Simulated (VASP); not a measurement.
I, 1 atom in the cell. Symmetry: Im-3m, No. 229, cubic system. Conventional cell: a = 3.734 Å, b = 3.734 Å, c = 3.734 Å, α = 90.00°, β = 90.00°, γ = 90.00°. Within 4.3 Å of I (site symmetry m-3m) lie 14 I at 3.23 to 3.73 Å. 

| Property | Result |
| --- | --- |
| Program | VASP 6.6.1 |
| Task | single point |
| Functional | r2SCAN |
| Potentials or basis | VASP PAW PBE potentials, release 64 (I) |
| Cutoff | 550 eV |
| k mesh | 8 × 8 × 8 |
| Occupations | fermi-dirac, width 0.05 eV |
| Spin | no spin polarisation |
| Dipole correction | no |
| Further INCAR settings | ALGO = Normal; EDIFF = 1e-06; NBANDS = 10 |

Potentials or basis: VASP PAW PBE potentials, release 64 (I).

Command:

```bash
$ cat potpaw_PBE.64/I/POTCAR > POTCAR
$ cp INCAR.step1 INCAR
$ mpirun -np 1 vasp_std > vasp.out
$ cp INCAR.step2 INCAR
$ mpirun -np 1 vasp_std > vasp.out
```

Hardware: 1 thread of Intel(R) Xeon(R) Platinum 8259CL CPU @ 2.50GHz (Skylake/Cascade Lake), on a shared host.

Task: How long does it take, and how much memory?

Result: Wall time 56 s on 1 thread of Intel(R) Xeon(R) Platinum 8259CL CPU @ 2.50GHz (Skylake/Cascade Lake), with other jobs on the host, peak memory 0.16 GiB. Counts: k points 29.
